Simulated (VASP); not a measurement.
# La (Fd-3m) in VASP: further runs, part 2 of 2

VASP 6.6.1.

### Step 4. Single point, revPBE (volume scaled by 0.92)

Contents of INCAR:

```
SYSTEM = La
ALGO     = Normal         ! electronic algorithm
EDIFF    = 1E-7           ! SCF threshold, eV
ENCUT    = 520            ! plane-wave cutoff, eV
GGA      = RE             ! functional
ISIF     = 2              ! what is computed and relaxed
ISMEAR   = -1             ! smearing method
LASPH    = .TRUE.         ! aspherical terms in the spheres
LCHARG   = .FALSE.        ! write CHGCAR
LREAL    = .FALSE.        ! projectors in reciprocal space
LWAVE    = .FALSE.        ! write WAVECAR
NBANDS   = 18             ! bands
NELM     = 80             ! most SCF steps
PREC     = Accurate       ! precision mode
SIGMA    = 0.1            ! smearing width, eV
```

Contents of KPOINTS:

```
k-points
0
G
  9 9 9
  0 0 0
```

Contents of POSCAR:

```
La
1.0
    0.0000000000      3.2753163199      3.2753163199
    3.2753163199      0.0000000000      3.2753163199
    3.2753163199      3.2753163199      0.0000000000
La
2
Direct
    0.1250000000      0.1250000000      0.1250000000
    0.8750000000      0.8750000000      0.8750000000
```

Potentials or basis: VASP PAW PBE potentials, release 64 (La).

Started as:

```
cat potpaw_PBE.64/La/POTCAR > POTCAR
mpirun -np 1 vasp_std > vasp.out
```

OUTCAR:

```text
SYSTEM = La
   EDIFF = 1E-7
   ENCUT = 520
   GGA = RE
   ISIF = 2
   ISMEAR = -1
   LASPH = .TRUE.
   LREAL = .FALSE.
   NELM = 80
   PREC = Accurate

 ion  position               nearest neighbor table
   1  0.125  0.125  0.125-   2 2.84   2 2.84   2 2.84   2 2.84
   2  0.875  0.875  0.875-   1 2.84   1 2.84   1 2.84   1 2.84

  LATTYP: Found a face centered cubic cell.
 ALAT       =     6.5506326398

  Lattice vectors:

 A1 = (   0.0000000000,   3.2753163199,   3.2753163199)
 A2 = (   3.2753163199,   0.0000000000,   3.2753163199)
 A3 = (   3.2753163199,   3.2753163199,   0.0000000000)

Analysis of symmetry for initial positions (statically):
=====================================================================
 Subroutine PRICEL returns:
 Original cell was already a primitive cell.

 Routine SETGRP: Setting up the symmetry group for a
 face centered cubic supercell.

 Subroutine GETGRP returns: Found 48 space group operations
 (whereof 12 operations were pure point group operations)
 out of a pool of 48 trial point group operations.

The static configuration has the point symmetry D_3d.
 The point group associated with its full space group is O_h .
[... 158 lines left out ...]

  energy without entropy =       -7.01435013  energy(sigma->0) =       -7.04466443

 E-fermi :   8.0257     XC(G=0):  -9.4630

 val. band max:        7.9600848016   @ k =  -0.4444   0.4444   0.1111
 cond. band min:       8.0620872731   @ k =   0.3333   0.3333   0.0000
 fundamental gap:      0.1020024714
 Fermi energy:         8.0257413962

 k-point     1 :       0.0000    0.0000    0.0000
  band No.  band energies     occupation
      1     -25.5897      2.00000
      2     -23.6004      2.00000
      3      -9.7957      2.00000
      4      -9.7957      2.00000
      5      -9.7957      2.00000
      6      -7.4561      2.00000
[... 481 lines left out ...]
      5      -8.7305      2.00000
      6      -8.3529      2.00000
[... 10 lines left out ...]
     17      10.0115      0.00000
     18      10.0790      0.00000

 [... further k-points ...]

------------------------ aborting loop because EDIFF is reached ----------------------------------------

  FORCE on cell =-STRESS in cart. coord.  units (eV):
  Direction    XX          YY          ZZ          XY          YZ          ZX
  --------------------------------------------------------------------------------------
  -------------------------------------------------------------------------------------
  Total        1.7519021      1.7519021      1.7519021      0.0000000      0.0000000     -0.0000000
  in kB       39.9420801     39.9420801     39.9420801      0.0000000      0.0000000     -0.0000000
  external PRESSURE =      39.9420801 kB  Pullay stress =       0.0000000 kB

 VOLUME and BASIS-vectors are now :
 -----------------------------------------------------------------------------
  energy-cutoff  :      520.00
  volume of cell :       70.27
      direct lattice vectors                 reciprocal lattice vectors
     0.000000000  3.275316320  3.275316320    -0.152657011  0.152657011  0.152657011
     3.275316320  0.000000000  3.275316320     0.152657011 -0.152657011  0.152657011
     3.275316320  3.275316320  0.000000000     0.152657011  0.152657011 -0.152657011

 POSITION                                       TOTAL-FORCE (eV/Angst)
 -----------------------------------------------------------------------------------
      0.81883      0.81883      0.81883        -0.000000     -0.000000     -0.000000
      5.73180      5.73180      5.73180         0.000000      0.000000      0.000000
 -----------------------------------------------------------------------------------
    total drift:                               -0.000000      0.000000      0.000000

  FREE ENERGIE OF THE ION-ELECTRON SYSTEM (eV)
  ---------------------------------------------------
  free  energy   TOTEN  =        -7.0749787394 eV

  energy  without entropy=       -7.0143501265  energy(sigma->0) =       -7.04466443
```

stdout:

```text
POSCAR found type information on POSCAR La
 POSCAR found :  1 types and       2 ions
 scaLAPACK will be used
 -----------------------------------------------------------------------------
|                                                                             |
|                                                                             |
|     You enforced a specific xc type in the INCAR file but a different       |
|     I HOPE YOU KNOW WHAT YOU ARE DOING!                                     |
|                                                                             |
 -----------------------------------------------------------------------------

 LDA part: xc-table for (Slater+PW92), standard interpolation
 POSCAR, INCAR and KPOINTS ok, starting setup
 FFT: planning ... GRIDC
 FFT: planning ... GRID_SOFT
 FFT: planning ... GRID
 WAVECAR not read
 entering main loop
```

Wall time 28 s (1 thread of Intel Xeon 6975P-C (Granite Rapids), shared host); peak memory 0.22 GiB.

Results:

- Free energy: -7.0750 eV
- Pressure: 4.0 GPa
- Band gap on the k mesh: zero (band 11 reaches 8.06 eV, above the bottom of band 12 at 7.92 eV)

Levels at points of the mesh, in eV from the Fermi level:
```tsv
k point	band 9	band 10	band 11	band 12	band 13	band 14
(0.00, 0.00, 0.00)	-2.34	-0.79	-0.79	0.95	0.95	0.95
```

Caveat: the PAW data sets were made with another functional, which shifts forces and pressure a little; spin-orbit coupling is left out, which moves the levels of the heavy elements.

### Step 5. Single point, revPBE (volume scaled by 0.96)

Contents of INCAR:

```
SYSTEM = La
  ALGO = Normal
  EDIFF = 1E-6
  ENCUT = 520
  GGA = RE
  ISIF = 2
  ISMEAR = -1
  LASPH = .TRUE.
  LCHARG = .TRUE.
  LELF = .TRUE.
  LREAL = .FALSE.
  LVHAR = .TRUE.
  LWAVE = .FALSE.
  NBANDS = 18
  NELM = 60
  PREC = Accurate
  SIGMA = 0.1
```

KPOINTS is that of step 4.

Contents of POSCAR:

```
La
1.0
    0.0000000000      3.3221128755      3.3221128755
    3.3221128755      0.0000000000      3.3221128755
    3.3221128755      3.3221128755      0.0000000000
La
2
Direct
    0.1250000000      0.1250000000      0.1250000000
    0.8750000000      0.8750000000      0.8750000000
```

Started as:

```
cat potpaw_PBE.64/La/POTCAR > POTCAR
mpirun -np 1 vasp_std > vasp.out
```

It took 30 s on 1 thread of Intel Xeon 6975P-C (Granite Rapids), shared host; peak memory 0.22 GiB.

Results (log left out):

| Item | Value |
| --- | --- |
| Free energy | -7.1285 eV |
| Pressure | 1.7 GPa |
| Band gap on the k mesh | zero (band 11 reaches 7.69 eV, above the bottom of band 12 at 7.50 eV) |

Levels at points of the mesh, in eV from the Fermi level:
| k point | band 7 | band 8 | band 9 | band 10 | band 11 | band 12 | band 13 | band 14 | band 15 | band 16 |
| --- | --- | --- | --- | --- | --- | --- | --- | --- | --- | --- |
| (0.00, 0.00, 0.00) | -15.61 | -15.61 | -2.36 | -0.74 | -0.74 | 0.92 | 0.92 | 0.92 | 1.62 | 1.68 |

Caveat: the PAW data sets were made with another functional, which shifts forces and pressure a little; spin-orbit coupling is left out, which moves the levels of the heavy elements.

### Step 6. Single point, revPBE

Contents of INCAR:

```
SYSTEM = La
PREC     = Accurate       ! precision mode
ENCUT    = 520            ! plane-wave cutoff, eV
EDIFF    = 1E-6           ! SCF threshold, eV
ISMEAR   = -1             ! smearing method
SIGMA    = 0.1            ! smearing width, eV
LREAL    = .FALSE.        ! projectors in reciprocal space
LASPH    = .TRUE.         ! aspherical terms in the spheres
NELM     = 80             ! most SCF steps
ALGO     = Normal         ! electronic algorithm
ISIF     = 2              ! what is computed and relaxed
LWAVE    = .FALSE.        ! write WAVECAR
LCHARG   = .FALSE.        ! write CHGCAR
GGA      = RE             ! functional
NBANDS   = 18             ! bands
```

Contents of KPOINTS:

```
regular mesh
0
G
  9 9 9
  0 0 0
```

Contents of POSCAR:

```
La
1.0
    0.0000000000      3.3676269268      3.3676269268
    3.3676269268      0.0000000000      3.3676269268
    3.3676269268      3.3676269268      0.0000000000
La
2
Direct
    0.1250000000      0.1250000000      0.1250000000
    0.8750000000      0.8750000000      0.8750000000
```

Potentials or basis: VASP PAW PBE potentials, release 64 (La).

Started as:

```
cat potpaw_PBE.64/La/POTCAR > POTCAR
mpirun -np 1 vasp_std > vasp.out
```

OUTCAR:

```text
SYSTEM = La
   PREC = Accurate
   ENCUT = 520
   EDIFF = 1E-6
   ISMEAR = -1
   LREAL = .FALSE.
   LASPH = .TRUE.
   NELM = 80
   ISIF = 2
   GGA = RE

 ion  position               nearest neighbor table
   1  0.125  0.125  0.125-   2 2.92   2 2.92   2 2.92   2 2.92
   2  0.875  0.875  0.875-   1 2.92   1 2.92   1 2.92   1 2.92

  LATTYP: Found a face centered cubic cell.
 ALAT       =     6.7352538536

  Lattice vectors:

[... 691 lines left out ...]

------------------------ aborting loop because EDIFF is reached ----------------------------------------

  FORCE on cell =-STRESS in cart. coord.  units (eV):
  Direction    XX          YY          ZZ          XY          YZ          ZX
  --------------------------------------------------------------------------------------
  -------------------------------------------------------------------------------------
  Total       -0.0306320     -0.0306320     -0.0306320      0.0000000     -0.0000000      0.0000000
  in kB       -0.6425157     -0.6425157     -0.6425157      0.0000000     -0.0000000      0.0000000
  external PRESSURE =      -0.6425157 kB  Pullay stress =       0.0000000 kB

 VOLUME and BASIS-vectors are now :
 -----------------------------------------------------------------------------
  energy-cutoff  :      520.00
  volume of cell :       76.38
      direct lattice vectors                 reciprocal lattice vectors
     0.000000000  3.367626927  3.367626927    -0.148472503  0.148472503  0.148472503
     3.367626927  0.000000000  3.367626927     0.148472503 -0.148472503  0.148472503
     3.367626927  3.367626927  0.000000000     0.148472503  0.148472503 -0.148472503

 POSITION                                       TOTAL-FORCE (eV/Angst)
 -----------------------------------------------------------------------------------
      0.84191      0.84191      0.84191        -0.000000      0.000000     -0.000000
      5.89335      5.89335      5.89335         0.000000     -0.000000      0.000000
 -----------------------------------------------------------------------------------
    total drift:                               -0.000000      0.000000      0.000000

  FREE ENERGIE OF THE ION-ELECTRON SYSTEM (eV)
  ---------------------------------------------------
  free  energy   TOTEN  =        -7.1434798628 eV

  energy  without entropy=       -7.0666428276  energy(sigma->0) =       -7.10506135
```

OSZICAR:

```text
N       E                     dE             d eps       ncg     rms          rms(c)
DAV:   1     0.261451560205E+03    0.26145E+03   -0.82012E+03  1268   0.168E+03
DAV:   2     0.328637499403E+02   -0.22859E+03   -0.22468E+03  1820   0.302E+02
DAV:   3    -0.385091494993E+01   -0.36715E+02   -0.35966E+02  2102   0.144E+02
DAV:   4    -0.726628621599E+01   -0.34154E+01   -0.33739E+01  2520   0.408E+01
DAV:   5    -0.752763005673E+01   -0.26134E+00   -0.25967E+00  2040   0.107E+01    0.606E+00
DAV:   6    -0.718829996724E+01    0.33933E+00   -0.14763E+00  2520   0.106E+01    0.390E+00
DAV:   7    -0.715583352109E+01    0.32466E-01   -0.31216E-01  2512   0.399E+00    0.141E+00
DAV:   8    -0.714335128484E+01    0.12482E-01   -0.42638E-02  2488   0.216E+00    0.164E-01
DAV:   9    -0.714346036582E+01   -0.10908E-03   -0.24016E-03  2448   0.393E-01    0.923E-02
DAV:  10    -0.714348131285E+01   -0.20947E-04   -0.41778E-04  2520   0.192E-01    0.236E-02
DAV:  11    -0.714347849891E+01    0.28139E-05   -0.32006E-05  2232   0.550E-02    0.845E-03
DAV:  12    -0.714347987120E+01   -0.13723E-05   -0.47020E-06  2144   0.226E-02    0.137E-03
DAV:  13    -0.714347986275E+01    0.84508E-08   -0.32837E-07  1648   0.100E-02
   1 F= -.71434799E+01 E0= -.71050613E+01  d E =-.768370E-01
```

Run time: 27 s. Hardware: 1 thread of Intel Xeon 6975P-C (Granite Rapids), shared host; peak memory 0.22 GiB.

Results:

```yaml
Free_energy: -7.1435 eV
Pressure: -0.1 GPa
Band_gap_on_the_k_mesh: zero (band 11 reaches 7.35 eV, above the bottom of band 12 at 7.09 eV)
```

Caveat: the PAW data sets were made with another functional, which shifts forces and pressure a little; spin-orbit coupling is left out, which moves the levels of the heavy elements.

### Step 7. The runs side by side

| cell | k mesh | gap on the mesh (eV) | pressure (GPa) |
| --- | --- | --- | --- |
| a = 4.763 Å, angles 60.0°, 2 atoms | 8 × 8 × 8 | none | -0.1 |
| a = 4.564 Å, angles 60.0°, 2 atoms | 9 × 9 × 9 | none | 7.0 |
| a = 4.632 Å, angles 60.0°, 2 atoms | 9 × 9 × 9 | none | 4.0 |
| a = 4.698 Å, angles 60.0°, 2 atoms | 9 × 9 × 9 | none | 1.7 |
| a = 4.763 Å, angles 60.0°, 2 atoms | 9 × 9 × 9 | none | -0.1 |

Alike in all rows: task single point; level revPBE; potentials or basis VASP PAW PBE potentials, release 64 (La); no spin polarisation; cutoff (eV) 520; smearing fermi-dirac 0.1 eV.

Caveats: the PAW data sets were made with another functional, which shifts forces and pressure a little; spin-orbit coupling is left out, which moves the levels of the heavy elements.

Absolute energies hang on the potentials; compare differences alone.
